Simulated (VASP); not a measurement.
Ga5B:

```
CELL_PARAMETERS angstrom
5.35489 0.00000 0.00000
-2.67745 4.63747 0.00000
0.00000 0.00000 4.32479
ATOMIC_POSITIONS crystal
Ga 0.66667 0.33333 0.00000
Ga 0.50000 0.00000 0.50000
Ga 0.50000 0.50000 0.50000
Ga 0.00000 0.50000 0.50000
Ga 0.33333 0.66667 0.00000
B 0.00000 0.00000 0.00000
```

The cell was generated, and may not be a known phase.

- Program: VASP 6.6.1
- Task: relaxation of cell and atoms
- Functional: PBE
- Potentials or basis: VASP PAW PBE potentials, release 64 (Ga_d, B)
- Cutoff: 600 eV
- k mesh: 6 × 6 × 4
- Occupations: gaussian, width 0.1 eV
- Spin: no spin polarisation

At the start: pressure 5.6 GPa; volume 17.90 Å³/atom.

Q: Where does the relaxation end?

A: Over 5 steps the energy falls by 47.3 meV/atom and the volume is 19.39 Å³/atom (+8.3 %); space group P6/mmm (No. 191, to 0.1 Å) before and after.

The path:
```tsv
step	energy change (eV)	largest force (eV/Å)	pressure (GPa)	volume (Å³)
1	0.0000	0.0000	5.64	107.40
2	-0.2618	0.0000	-0.01	117.43
3	-0.2644	0.0000	-0.56	118.71
4	-0.2757	0.0000	-0.36	117.81
5	-0.2837	0.0000	0.01	116.37
```

Final structure:
```
Ga B
1.0
     5.36088    0.00000    0.00000
    -2.68044    4.64266    0.00000
     0.00000    0.00000    4.67543
Ga B
5 1
Cartesian
  2.6804 1.5476 4.6754
  2.6804 0.0000 2.3377
  1.3402 2.3213 2.3377
  -1.3402 2.3213 2.3377
  0.0000 3.0951 0.0000
  0.0000 0.0000 0.0000
```

Caveat: the k points lie up to 0.34 Å⁻¹ apart in the final cell, too coarse for converged energies and pressures of a metal.
